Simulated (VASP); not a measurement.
# TiN (k07) (Fm-3m) in VASP: notebook

Runs on TiN (k07). Level: LDA. Tasks: relaxation of cell and atoms.

Program: VASP 6.6.1. These are calculated values, not measurements. Logs are shortened: lines on timing, memory, paths and dates and some standing lists are left out, and cuts for length are marked.

## Step 1: The cell of the first run

Symmetry: Fm-3m, No. 225, cubic system. The conventional cell has a = 4.172 Å, b = 4.172 Å, c = 4.172 Å, α = 90.00°, β = 90.00°, γ = 90.00°. Ti (site symmetry m-3m) has 6 N at 2.09 Å within 2.8 Å. Within 2.8 Å of N (site symmetry m-3m) lie 6 Ti at 2.09 Å.

## Step 2: Relaxation of cell and atoms, LDA

File INCAR:

```
SYSTEM = TiN
  PREC = Accurate
  ENCUT = 600
  EDIFF = 1E-7
  ISMEAR = -1
  SIGMA = 0.15
  LREAL = .FALSE.
  LASPH = .TRUE.
  NELM = 60
  ALGO = Normal
  ISIF = 3
  LWAVE = .FALSE.
  LCHARG = .FALSE.
  IBRION = 2
  NSW = 80
  EDIFFG = -0.001
```

File KPOINTS:

```
regular mesh
0
G
  24 24 24
  0 0 0
```

File POSCAR:

```
TiN
1.0
    0.0000000000      2.0858815612      2.0858815612
    2.0858815612      0.0000000000      2.0858815612
    2.0858815612      2.0858815612      0.0000000000
Ti N
1 1
Direct
    0.0000000000      0.0000000000      0.0000000000
    0.5000000000      0.5000000000      0.5000000000
```

Potentials or basis: VASP PAW LDA potentials, release 64 (Ti_sv, N).

Launch:

```sh
$ cat potpaw_LDA.64/Ti_sv/POTCAR potpaw_LDA.64/N/POTCAR > POTCAR
$ mpirun -np 1 vasp_std > vasp.out
```

OUTCAR:

```text
SYSTEM = TiN
   PREC = Accurate
   ENCUT = 600
   EDIFF = 1E-7
   ISMEAR = -1
   LREAL = .FALSE.
   LASPH = .TRUE.
   NELM = 60
   ISIF = 3
   IBRION = 2
   NSW = 80
   EDIFFG = -0.001

 ion  position               nearest neighbor table
   1  0.000  0.000  0.000-   2 2.09   2 2.09   2 2.09   2 2.09   2 2.09   2 2.09
   2  0.500  0.500  0.500-   1 2.09   1 2.09   1 2.09   1 2.09   1 2.09   1 2.09

  LATTYP: Found a face centered cubic cell.
 ALAT       =     4.1717631224

  Lattice vectors:

 A1 = (   0.0000000000,   2.0858815612,   2.0858815612)
 A2 = (   2.0858815612,   0.0000000000,   2.0858815612)
 A3 = (   2.0858815612,   2.0858815612,   0.0000000000)

Analysis of symmetry for initial positions (statically):
=====================================================================
 Subroutine PRICEL returns:
 Original cell was already a primitive cell.

 Routine SETGRP: Setting up the symmetry group for a
 face centered cubic supercell.

 Subroutine GETGRP returns: Found 48 space group operations
 (whereof 48 operations were pure point group operations)
 out of a pool of 48 trial point group operations.

The static configuration has the point symmetry O_h .

Analysis of symmetry for dynamics (positions and initial velocities):
=====================================================================
 Subroutine PRICEL returns:
 Original cell was already a primitive cell.

 Routine SETGRP: Setting up the symmetry group for a
 face centered cubic supercell.

 Subroutine GETGRP returns: Found 48 space group operations
 (whereof 48 operations were pure point group operations)
 out of a pool of 48 trial point group operations.

The dynamic configuration has the point symmetry O_h .

 Subroutine INISYM returns: Found 48 space group operations
 (whereof 48 operations are pure point group operations),
 and found     1 'primitive' translations

----------------------------------------------------------------------------------------

                                     Primitive cell

  volume of cell :      18.1509

  direct lattice vectors                    reciprocal lattice vectors
     0.000000000  2.085881561  2.085881561    -0.239706803  0.239706803  0.239706803
     2.085881561  0.000000000  2.085881561     0.239706803 -0.239706803  0.239706803
     2.085881561  2.085881561  0.000000000     0.239706803  0.239706803 -0.239706803

  length of vectors
     2.949881993  2.949881993  2.949881993     0.415184361  0.415184361  0.415184361

[... 109 lines left out ...]
   LEPSILON=     F    determine dielectric tensor
   LRPA    =     F    only Hartree local field effects (RPA)
 conjugate gradient relaxation of ions
 non-spin polarized calculation
  energy-cutoff  :      600.00
  volume of cell :       18.15
 maximum number of plane-waves:       620
   NGX = 11   NGY = 11   NGZ = 11

--------------------------------------- Ionic step        1  -------------------------------------------

 number of electron      16.9999996 magnetization

 Free energy of the ion-electron system (eV)
  ---------------------------------------------------
  ext. energy  EPLUGINS =         0.00000000
  ---------------------------------------------------
  free energy    TOTEN  =       -21.70121195 eV

  energy without entropy =      -21.64283695  energy(sigma->0) =      -21.67202445

------------------------ aborting loop because EDIFF is reached ----------------------------------------

  FORCE on cell =-STRESS in cart. coord.  units (eV):
  Direction    XX          YY          ZZ          XY          YZ          ZX
  --------------------------------------------------------------------------------------
  -------------------------------------------------------------------------------------
  Total        0.1485525      0.1485525      0.1485525      0.0000000     -0.0000000      0.0000000
  in kB       13.1126818     13.1126818     13.1126818      0.0000000     -0.0000000      0.0000000
  external PRESSURE =      13.1126818 kB  Pullay stress =       0.0000000 kB
[... 89 lines left out ...]
  FREE ENERGIE OF THE ION-ELECTRON SYSTEM (eV)
  ---------------------------------------------------
  free  energy   TOTEN  =       -21.7015187828 eV

  energy  without entropy=      -21.6427962310  energy(sigma->0) =      -21.67215751

[... ionic steps 4 to 13 ...]

--------------------------------------- Ionic step       14  -------------------------------------------

 number of electron      16.9999996 magnetization

------------------------ aborting loop because EDIFF is reached ----------------------------------------
[... 67 lines left out ...]
--------------------------------------- Ionic step       16  -------------------------------------------

 number of electron      16.9999996 magnetization

 Free energy of the ion-electron system (eV)
  ---------------------------------------------------
  ext. energy  EPLUGINS =         0.00000000
  ---------------------------------------------------
  free energy    TOTEN  =       -21.70151871 eV

  energy without entropy =      -21.64279218  energy(sigma->0) =      -21.67215545

 E-fermi :  11.7877     XC(G=0): -13.6232

 val. band max:       11.7861166065   @ k =   0.1250   0.0000   0.0000
 cond. band min:      11.7902315898   @ k =   0.0833   0.0833   0.0000
 fundamental gap:      0.0041149833
 Fermi energy:        11.7876689462

 k-point     1 :       0.0000    0.0000    0.0000
  band No.  band energies     occupation
      1     -45.2662      2.00000
      2     -21.5858      2.00000
      3     -21.5858      2.00000
      4     -21.5858      2.00000
      5      -5.2993      2.00000
      6       9.7534      2.00000
      7       9.7534      2.00000
      8       9.7534      2.00000
      9      11.1255      1.97608
     10      11.1255      1.97608
     11      11.1255      1.97608
     12      12.4095      0.03119
[... 331 lines left out ...]
 k-point    24 :       0.4583    0.0417    0.0000
  band No.  band energies     occupation
      1     -45.1426      2.00000
      2     -22.3487      2.00000
      3     -21.6559      2.00000
      4     -21.6553      2.00000
      5      -2.6962      2.00000
      6       3.6724      2.00000
      7       6.1305      2.00000
      8       6.2046      2.00000
      9      13.3912      0.00005
     10      13.6005      0.00001
     11      14.1842      0.00000
     12      17.6332      0.00000

 [... further k-points ...]
[... 5 lines left out ...]
  --------------------------------------------------------------------------------------
  -------------------------------------------------------------------------------------
  Total       -0.0000904     -0.0000904     -0.0000904      0.0000000     -0.0000000     -0.0000000
  in kB       -0.0079445     -0.0079445     -0.0079445      0.0000000     -0.0000000     -0.0000000
  external PRESSURE =      -0.0079445 kB  Pullay stress =       0.0000000 kB
[... 17 lines left out ...]
  FREE ENERGIE OF THE ION-ELECTRON SYSTEM (eV)
  ---------------------------------------------------
  free  energy   TOTEN  =       -21.7015187131 eV

  energy  without entropy=      -21.6427921798  energy(sigma->0) =      -21.67215545

 reached required accuracy - stopping structural energy minimisation
```

CONTCAR:

```text
TiN
   1.00000000000000
    -0.0000000000000000    2.0887929978000224    2.0887929978000224
     2.0887929978000224   -0.0000000000000000    2.0887929978000224
     2.0887929978000224    2.0887929978000224   -0.0000000000000000
  Ti              N
     1     1
Direct
     0.0000000000000000    0.0000000000000000    0.0000000000000000
     0.5000000000000000    0.5000000000000000    0.5000000000000000

  0.00000000E+00  0.00000000E+00  0.00000000E+00
  0.00000000E+00  0.00000000E+00  0.00000000E+00
```

Run time: 4.6 min. Hardware: 1 thread of Intel Xeon 6975P-C, shared host; peak memory 0.25 GiB.

What came out:

| Quantity | Value |
| --- | --- |
| Free energy | -21.7015 eV |
| Relaxed volume | 9.11 Å³/atom |
| Relaxed cell | a = 2.954 Å, b = 2.954 Å, c = 2.954 Å, α = 60.00°, β = 60.00°, γ = 60.00° |
| Space group after relaxing (to 0.05 Å) | Fm-3m (No. 225) |
| Energy gained by relaxing | 0.2 meV/atom |
| Ionic steps | 16 |
| Pressure after relaxing | 0.0 GPa |

The path:
| step | energy change (eV) | largest force (eV/Å) | pressure (GPa) | volume (Å³) |
| --- | --- | --- | --- | --- |
| 1 | 0.0000 | 0.0000 | 1.31 | 18.15 |
| 2 | 0.0005 | 0.0000 | -2.05 | 18.35 |
| 3 | -0.0003 | 0.0000 | -0.05 | 18.23 |
| 4 | -0.0003 | 0.0000 | 0.03 | 18.22 |
| 5 | -0.0003 | 0.0000 | 0.03 | 18.22 |
| 6 | -0.0003 | 0.0000 | 0.04 | 18.22 |
| 7 | -0.0003 | 0.0000 | 0.04 | 18.22 |
| 8 | -0.0003 | 0.0000 | 0.04 | 18.22 |
| 9 | -0.0003 | 0.0000 | 0.04 | 18.22 |
| 10 | -0.0003 | 0.0000 | 0.04 | 18.22 |
| 11 | -0.0003 | 0.0000 | 0.04 | 18.22 |
| 12 | -0.0003 | 0.0000 | 0.04 | 18.22 |
| 13 | -0.0003 | 0.0000 | 0.04 | 18.22 |
| 14 | -0.0003 | 0.0000 | 0.04 | 18.22 |
| 15 | -0.0003 | 0.0000 | 0.03 | 18.23 |
| 16 | -0.0003 | 0.0000 | 0.00 | 18.23 |

Final structure:
```xyz
2
Lattice="0.0000 2.0888 2.0888 2.0888 0.0000 2.0888 2.0888 2.0888 0.0000" Properties=species:S:1:pos:R:3 pbc="T T T"
Ti    0.0000    0.0000    0.0000
N     2.0888    2.0888    2.0888
```

Levels at points of the mesh, in eV from the Fermi level:
```csv
k point,band 4,band 5,band 6,band 7,band 8,band 9,band 10,band 11,band 12
"(0.00, 0.00, 0.00)",-33.37,-17.09,-2.03,-2.03,-2.03,-0.66,-0.66,-0.66,0.62
"(0.50, 0.00, 0.00)",-33.44,-14.35,-8.32,-5.70,-5.70,1.83,1.83,2.57,6.14
"(0.50, 0.50, 0.00)",-33.62,-15.65,-5.84,-3.28,-3.22,-3.22,1.77,2.60,2.60
```

## Step 3: Relaxation of cell and atoms, LDA

File INCAR:

```
SYSTEM = TiN
PREC = Accurate
ENCUT = 600
EDIFF = 1E-6
ISMEAR = 0
SIGMA = 0.1
LREAL = .FALSE.
LASPH = .TRUE.
NELM = 60
ALGO = Normal
ISIF = 3
LWAVE = .FALSE.
LCHARG = .FALSE.
IBRION = 2
NSW = 100
EDIFFG = -0.002
```

KPOINTS is that of step 2.

File POSCAR:

```
TiN
1.0
    0.0000000000      2.0862956476      2.0862956476
    2.0862956476      0.0000000000      2.0862956476
    2.0862956476      2.0862956476      0.0000000000
Ti N
1 1
Direct
    0.0000000000      0.0000000000      0.0000000000
    0.5000000000      0.5000000000      0.5000000000
```

Potentials or basis: VASP PAW LDA potentials, release 64 (Ti_sv, N).

Launch:

```sh
$ cat potpaw_LDA.64/Ti_sv/POTCAR potpaw_LDA.64/N/POTCAR > POTCAR
$ mpirun -np 1 vasp_std > vasp.out
```

It took 2.1 min on 1 thread of Intel Xeon 6975P-C, shared host; peak memory 0.24 GiB.

Results (log left out):

```
Free energy                            : -21.6741 eV
Relaxed volume                         : 9.10 Å³/atom
Relaxed cell                           : a = 2.953 Å, b = 2.953 Å, c = 2.953 Å, α = 60.00°, β = 60.00°, γ = 60.00°
Space group after relaxing (to 0.05 Å) : Fm-3m (No. 225)
Energy gained by relaxing              : 0.1 meV/atom
Ionic steps                            : 3
Pressure after relaxing                : 0.0 GPa
```

The path:
```
step  energy change (eV)  largest force (eV/Å)  pressure (GPa)  volume (Å³)
   1              0.0000                0.0000            0.75        18.16
   2              0.0001                0.0000           -1.11        18.27
   3             -0.0001                0.0000           -0.02        18.21
```

Final structure:
```
Ti N
1.0
     0.00000    2.08798    2.08798
     2.08798    0.00000    2.08798
     2.08798    2.08798    0.00000
Ti N
1 1
Direct
  0.00000 0.00000 0.00000
  0.50000 0.50000 0.50000
```

Levels at points of the mesh, in eV from the Fermi level:
| k point | band 5 | band 6 | band 7 | band 8 | band 9 | band 10 | band 11 | band 12 |
| --- | --- | --- | --- | --- | --- | --- | --- | --- |
| (0.00, 0.00, 0.00) | -17.11 | -2.06 | -2.06 | -2.06 | -0.69 | -0.69 | -0.69 | 0.60 |
| (0.50, 0.00, 0.00) | -14.38 | -8.35 | -5.72 | -5.72 | 1.81 | 1.81 | 2.55 | 6.13 |
| (0.50, 0.50, 0.00) | -15.68 | -5.87 | -3.31 | -3.25 | -3.25 | 1.75 | 2.58 | 2.58 |
